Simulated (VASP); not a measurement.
# B4P3 (a cell with a defect) in VASP: a series of runs

B4P3 (a cell with a defect) is run at these levels: PBEsol; tasks: single point.

All numbers are computed with VASP 6.6.1; they aren't measurements. Logs are shortened: lines on timing, memory, paths and dates and some standing lists are left out, and cuts for length are marked.

## 1. The cell of the first run

The cell holds a defect, 14 atoms: a = 9.040 Å, b = 4.520 Å, c = 4.520 Å, α = 90.00°, β = 90.00°, γ = 90.00°.

## 2. Single point, PBEsol

File INCAR:

```
SYSTEM = B4P3
ALGO = Normal ; EDIFF = 1E-7
ENCUT = 520 ; GGA = PS
ISIF = 2 ; ISMEAR = -1
LASPH = .TRUE. ; LCHARG = .FALSE.
LREAL = .FALSE. ; LWAVE = .FALSE.
NBANDS = 40 ; NELECT = 52.0
NELM = 100 ; PREC = Accurate
SIGMA = 0.05
```

File KPOINTS:

```
Automatic mesh
0
Gamma
  2 2 2
  0.5 0.5 0.5
```

File POSCAR:

```
B4P3
1.0
    9.0403780000      0.0000000000      0.0000000000
    0.0000000000      4.5201890000      0.0000000000
    0.0000000000      0.0000000000      4.5201890000
B P
8 6
Direct
    0.0033630000      0.0352880000      0.0139560000
    0.4900900000      0.0016510000      0.9797070000
    0.2590000000      0.4963450000      0.0300050000
    0.7542320000      0.4836590000      0.0079330000
    0.2525970000      0.0305900000      0.4781730000
    0.7389300000      0.9841490000      0.5042060000
    0.9956020000      0.4915600000      0.4973970000
    0.4967690000      0.4659830000      0.5044250000
    0.1390580000      0.2191700000      0.2625120000
    0.8736590000      0.7327120000      0.2430680000
    0.3709300000      0.2651520000      0.7400540000
    0.8843470000      0.2623720000      0.7467540000
    0.1100950000      0.7508760000      0.7420340000
    0.6187490000      0.7432700000      0.7594960000
```

Potentials or basis: VASP PAW PBE potentials, release 64 (B, P).

Launch:

```sh
$ cat potpaw_PBE.64/B/POTCAR potpaw_PBE.64/P/POTCAR > POTCAR
$ mpirun -np 1 vasp_std > vasp.out
```

OUTCAR:

```text
SYSTEM = B4P3
   EDIFF = 1E-7
   ENCUT = 520
   GGA = PS
   ISIF = 2
   ISMEAR = -1
   LASPH = .TRUE.
   LREAL = .FALSE.
   NELECT = 52.0
   NELM = 100
   PREC = Accurate

 ion  position               nearest neighbor table
   1  0.003  0.035  0.014-   9 1.86  12 1.92  13 2.02  10 2.08
   2  0.490  0.002  0.980-  14 1.93  11 1.94
   3  0.259  0.496  0.030-  11 1.96   9 1.96  13 2.20
   4  0.754  0.484  0.008-  10 1.89  12 1.94  14 2.03
   5  0.253  0.031  0.478-   9 1.65  11 1.92  13 2.16
   6  0.739  0.984  0.504-  14 1.92  10 2.04  12 2.12
   7  0.996  0.492  0.497-  12 1.83  13 1.92  10 1.93   9 2.08
   8  0.497  0.466  0.504-  11 1.80  14 2.03
   9  0.139  0.219  0.263-   5 1.65   1 1.86   3 1.96   7 2.08
  10  0.874  0.733  0.243-   4 1.89   7 1.93   6 2.04   1 2.08
  11  0.371  0.265  0.740-   8 1.80   5 1.92   2 1.94   3 1.96
  12  0.884  0.262  0.747-   7 1.83   1 1.92   4 1.94   6 2.12
  13  0.110  0.751  0.742-   7 1.92   1 2.02   5 2.16   3 2.20
  14  0.619  0.743  0.759-   6 1.92   2 1.93   8 2.03   4 2.03

  LATTYP: Found a simple tetragonal cell.
 ALAT       =     4.5201890000
 C/A-ratio  =     2.0000000000

  Lattice vectors:

 A1 = (   0.0000000000,   4.5201890000,   0.0000000000)
 A2 = (   0.0000000000,   0.0000000000,   4.5201890000)
 A3 = (   9.0403780000,   0.0000000000,   0.0000000000)

Analysis of symmetry for initial positions (statically):
=====================================================================
 Subroutine PRICEL returns:
 Original cell was already a primitive cell.

 Routine SETGRP: Setting up the symmetry group for a
 simple tetragonal supercell.

 Subroutine GETGRP returns: Found  1 space group operations
 (whereof  1 operations were pure point group operations)
 out of a pool of 16 trial point group operations.

The static configuration has the point symmetry C_1 .

Analysis of symmetry for dynamics (positions and initial velocities):
=====================================================================
 Subroutine PRICEL returns:
 Original cell was already a primitive cell.

 Routine SETGRP: Setting up the symmetry group for a
 simple tetragonal supercell.

 Subroutine GETGRP returns: Found  1 space group operations
 (whereof  1 operations were pure point group operations)
 out of a pool of 16 trial point group operations.

The dynamic configuration has the point symmetry C_1 .

 Subroutine INISYM returns: Found  1 space group operations
 (whereof  1 operations are pure point group operations),
 and found     1 'primitive' translations

----------------------------------------------------------------------------------------

                                     Primitive cell

  volume of cell :     184.7140

  direct lattice vectors                    reciprocal lattice vectors
     9.040378000  0.000000000  0.000000000     0.110614844  0.000000000  0.000000000
     0.000000000  4.520189000  0.000000000     0.000000000  0.221229688  0.000000000
     0.000000000  0.000000000  4.520189000     0.000000000  0.000000000  0.221229688

  length of vectors
     9.040378000  4.520189000  4.520189000     0.110614844  0.221229688  0.221229688

  position of ions in fractional coordinates (direct lattice)
     0.003363000  0.035288000  0.013956000
     0.490090000  0.001651000  0.979707000
     0.259000000  0.496345000  0.030005000
     0.754232000  0.483659000  0.007933000
     0.252597000  0.030590000  0.478173000
     0.738930000  0.984149000  0.504206000
     0.995602000  0.491560000  0.497397000
     0.496769000  0.465983000  0.504425000
     0.139058000  0.219170000  0.262512000
     0.873659000  0.732712000  0.243068000
     0.370930000  0.265152000  0.740054000
     0.884347000  0.262372000  0.746754000
     0.110095000  0.750876000  0.742034000
     0.618749000  0.743270000  0.759496000

  ion indices of the primitive-cell ions
   primitive index   ion index
                 1           1
                 2           2
                 3           3
                 4           4
                 5           5
                 6           6
                 7           7
                 8           8
                 9           9
                10          10
                11          11
                12          12
                13          13
                14          14

----------------------------------------------------------------------------------------

 KPOINTS: Automatic mesh

Automatic generation of k-mesh.
 Grid dimensions read from file:
 generate k-points for:    2    2    2

 Generating k-lattice:

  Cartesian coordinates                     Fractional coordinates (reciprocal lattice)
     0.055307422  0.000000000  0.000000000     0.500000000  0.000000000  0.000000000
     0.000000000  0.110614844  0.000000000     0.000000000  0.500000000  0.000000000
     0.000000000  0.000000000  0.110614844     0.000000000  0.000000000  0.500000000

  Length of vectors
     0.055307422  0.110614844  0.110614844

  Shift w.r.t. Gamma in fractional coordinates (k-lattice)
     0.500000000  0.500000000  0.500000000

 Subroutine IBZKPT returns following result:
 ===========================================

 Found      4 irreducible k-points:

 Following reciprocal coordinates:
            Coordinates               Weight
  0.250000  0.250000  0.250000      2.000000
  0.250000 -0.250000  0.250000      2.000000
  0.250000 -0.250000 -0.250000      2.000000
  0.250000  0.250000 -0.250000      2.000000
   k-points           NKPTS =      4   k-points in BZ     NKDIM =      4   number of bands    NBANDS=     40
   number of dos      NEDOS =    301   number of ions     NIONS =     14
   total plane-waves  NPLWV =  90720
   dimension x,y,z NGX =    70 NGY =   36 NGZ =   36
   dimension x,y,z NGXF=   140 NGYF=   72 NGZF=   72
   ions per type =               8   6
   NGX,Y,Z   is equivalent  to a cutoff of  12.87, 13.24, 13.24 a.u.
   NGXF,Y,Z  is equivalent  to a cutoff of  25.74, 26.48, 26.48 a.u.
 SYSTEM =  B4P3
   PREC   = accura    normal or accurate (medium, high low for compatibility)
   ISTART =      0    job   : 0-new  1-cont  2-samecut
   ICHARG =      2    charge: 1-file 2-atom 10-const
   ISPIN  =      1    spin polarized calculation?
   LNONCOLLINEAR =      F non collinear calculations
   LSORBIT =      F    spin-orbit coupling
   LASPH  =      T    aspherical Exc in radial PAW
   ENCUT  =  520.0 eV  38.22 Ry    6.18 a.u.  16.81  8.40  8.40*2*pi/ulx,y,z
   NELM   =    100;   NELMIN=  2; NELMDL= -5     # of ELM steps
   EDIFF  = 0.1E-06   stopping-criterion for ELM
   LREAL  =      F    real-space projection
   EDIFFG = 0.1E-05   stopping-criterion for IOM
   NSW    =      0    number of steps for IOM
   IBRION =     -1    ionic relax: 0-MD 1-quasi-New 2-CG
   NFREE  =      0    steps in history (QN), initial steepest desc. (CG)
   ISIF   =      2    stress and relaxation
   ISYM   =      2    0-nonsym 1-usesym 2-fastsym
   POTIM  = 0.5000    time-step for ionic-motion
   TEBEG  =    0.0;   TEEND  =   0.0 temperature during run
   PSTRESS=    0.0 pullay stress
   NELECT =      52.0000    total number of electrons
   NUPDOWN=      -1.0000    fix difference up-down
   EMIN   =  10.00;   EMAX   =-10.00  energy-range for DOS
   EFERMI =   0.00;   METHOD = LEGACY
   ISMEAR =    -1;   SIGMA  =   0.05  broadening in eV -4-tet -1-fermi 0-gaus
   EFERMI_NEDOS =   21; number of points for ismear=-14 and -15
   IALGO  =     38    algorithm
   IMIX   =      4    mixing-type and parameters
     AMIX     =   0.40;   BMIX     =  1.00
     AMIX_MAG =   1.60;   BMIX_MAG =  1.00
  volume/ion in A,a.u.               =      13.19        89.04
  Fermi-wavevector in a.u.,A,eV,Ry     =   1.072941  2.027565 15.663072  1.151203
  Thomas-Fermi vector in A             =   2.208726
   LORBIT       =      0    0 simple, 1 ext, 2 COOP (PROOUT), +10 PAW based schemes
   GGA     = PS    functional components
   LHFCALC =     F    Hartree Fock is set to
   AEXX    =    0.0000 exact exchange contribution
   IVDW    =     0    specifies the selected vdW correction
   LEPSILON=     F    determine dielectric tensor
   LRPA    =     F    only Hartree local field effects (RPA)
 non-spin polarized calculation
  energy-cutoff  :      520.00
  volume of cell :      184.71
 maximum number of plane-waves:      4966
 NGX is ok and might be reduce to    70
   NGX = 33   NGY = 17   NGZ = 17

 number of electron      51.9999999 magnetization

 Free energy of the ion-electron system (eV)
  ---------------------------------------------------
  ext. energy  EPLUGINS =         0.00000000
  ---------------------------------------------------
  free energy    TOTEN  =       -93.66481726 eV

  energy without entropy =      -93.66318570  energy(sigma->0) =      -93.66400148

 E-fermi :   4.8020     XC(G=0): -10.1899

 val. band max:        4.4967043983   @ k =   0.2500   0.2500  -0.2500
 cond. band min:       5.1130232863   @ k =   0.2500  -0.2500   0.2500
 fundamental gap:      0.6163188879
 Fermi energy:         4.8019625622

 k-point     1 :       0.2500    0.2500    0.2500
  band No.  band energies     occupation
      1      -8.8298      2.00000
      2      -7.9640      2.00000
      3      -6.9253      2.00000
      4      -6.2582      2.00000
      5      -6.0415      2.00000
      6      -5.5840      2.00000
[... 30 lines left out ...]
     37       9.5968      0.00000
     38      10.1659      0.00000

 k-point     2 :       0.2500   -0.2500    0.2500
  band No.  band energies     occupation
      1      -8.8332      2.00000
      2      -7.9442      2.00000
      3      -6.9587      2.00000
      4      -6.2944      2.00000
      5      -6.0169      2.00000
      6      -5.5568      2.00000
[... 30 lines left out ...]
     37       9.7181      0.00000
     38      10.1301      0.00000

 k-point     3 :       0.2500   -0.2500   -0.2500
  band No.  band energies     occupation
      1      -8.8396      2.00000
      2      -7.9021      2.00000
      3      -7.0685      2.00000
      4      -6.2127      2.00000
      5      -6.0002      2.00000
      6      -5.5332      2.00000
[... 30 lines left out ...]
     37       9.7421      0.00000
     38      10.0836      0.00000

 k-point     4 :       0.2500    0.2500   -0.2500
  band No.  band energies     occupation
      1      -8.8372      2.00000
      2      -7.9188      2.00000
      3      -7.0137      2.00000
      4      -6.2925      2.00000
      5      -6.0053      2.00000
      6      -5.5071      2.00000
[... 30 lines left out ...]
     37       9.7325      0.00000
     38      10.0717      0.00000
 [bands above 38 left out]

------------------------ aborting loop because EDIFF is reached ----------------------------------------

  FORCE on cell =-STRESS in cart. coord.  units (eV):
  Direction    XX          YY          ZZ          XY          YZ          ZX
  --------------------------------------------------------------------------------------
  -------------------------------------------------------------------------------------
  Total      -25.1330264    -20.2990404    -23.5522408     -1.0827789     -5.1116924      2.6831431
  in kB     -217.9995477   -176.0703842   -204.2880852     -9.3918382    -44.3379403     23.2731215
  external PRESSURE =    -199.4526723 kB  Pullay stress =       0.0000000 kB

 VOLUME and BASIS-vectors are now :
 -----------------------------------------------------------------------------
  energy-cutoff  :      520.00
  volume of cell :      184.71
      direct lattice vectors                 reciprocal lattice vectors
     9.040378000  0.000000000  0.000000000     0.110614844  0.000000000  0.000000000
     0.000000000  4.520189000  0.000000000     0.000000000  0.221229688  0.000000000
     0.000000000  0.000000000  4.520189000     0.000000000  0.000000000  0.221229688

 POSITION                                       TOTAL-FORCE (eV/Angst)
 -----------------------------------------------------------------------------------
      0.03040      0.15951      0.06308        -0.741159     -2.748487     -1.544251
      4.43060      0.00746      4.42846        -0.063791     -0.267950      0.277527
      2.34146      2.24357      0.13563        -1.354385      0.909513     -1.616590
      6.81854      2.18623      0.03586        -0.187062      0.982720     -1.520400
      2.28357      0.13827      2.16143         2.101700     -4.894935      5.387673
      6.68021      4.44854      2.27911         2.181300      0.185850      0.402356
      9.00062      2.22194      2.24833         1.280502      0.820182     -0.534335
      4.49098      2.10633      2.28010         1.812552      1.794311     -0.901028
      1.25714      0.99069      1.18660        -3.009255      5.302529     -3.417480
      7.89821      3.31200      1.09871        -0.878217      1.585105      0.725013
      3.35335      1.19854      3.34518        -0.952436     -1.410877      1.442391
      7.99483      1.18597      3.37547        -3.104363     -1.855896      0.619892
      0.99530      3.39410      3.35413         3.227411      0.725210      1.033395
      5.59372      3.35972      3.43307        -0.312796     -1.127276     -0.354164
 -----------------------------------------------------------------------------------
    total drift:                                0.000009     -0.000109     -0.000059

  FREE ENERGIE OF THE ION-ELECTRON SYSTEM (eV)
  ---------------------------------------------------
  free  energy   TOTEN  =       -93.6648172575 eV

  energy  without entropy=      -93.6631856959  energy(sigma->0) =      -93.66400148
```

Run time: 44 s. Hardware: 1 thread of Intel Xeon Platinum 8259CL at 2.50GHz (Skylake/Cascade Lake), shared host; peak memory 0.27 GiB.

Results:

```yaml
Free_energy: -93.6648 eV
Largest_force: 7.577 eV/Å
```

Forces in eV/Å, atoms in the order of the input:
```
B   -0.741 -2.748 -1.544
B   -0.064 -0.268  0.278
B   -1.354  0.910 -1.617
B   -0.187  0.983 -1.520
B    2.102 -4.895  5.388
B    2.181  0.186  0.402
B    1.281  0.820 -0.534
B    1.813  1.794 -0.901
P   -3.009  5.303 -3.417
P   -0.878  1.585  0.725
P   -0.952 -1.411  1.442
P   -3.104 -1.856  0.620
P    3.227  0.725  1.033
P   -0.313 -1.127 -0.354
```

Levels at points of the mesh, in eV from the Fermi level:
| k point | band 22 | band 23 | band 24 | band 25 | band 26 | band 27 | band 28 | band 29 | band 30 | band 31 |
| --- | --- | --- | --- | --- | --- | --- | --- | --- | --- | --- |
| (0.25, 0.25, 0.25) | -1.82 | -1.38 | -1.17 | -0.70 | -0.39 | 0.46 | 0.89 | 1.64 | 1.93 | 2.40 |

Caveat: the k points lie up to 0.70 Å⁻¹ apart; the cell carries a net charge on a neutralising background, which shifts energy and pressure; the cell is charged against a uniform background, so pressure and absolute levels hang on convention; the PAW data sets were made with another functional, which shifts forces and pressure a little.

[end of part 1 of 2]
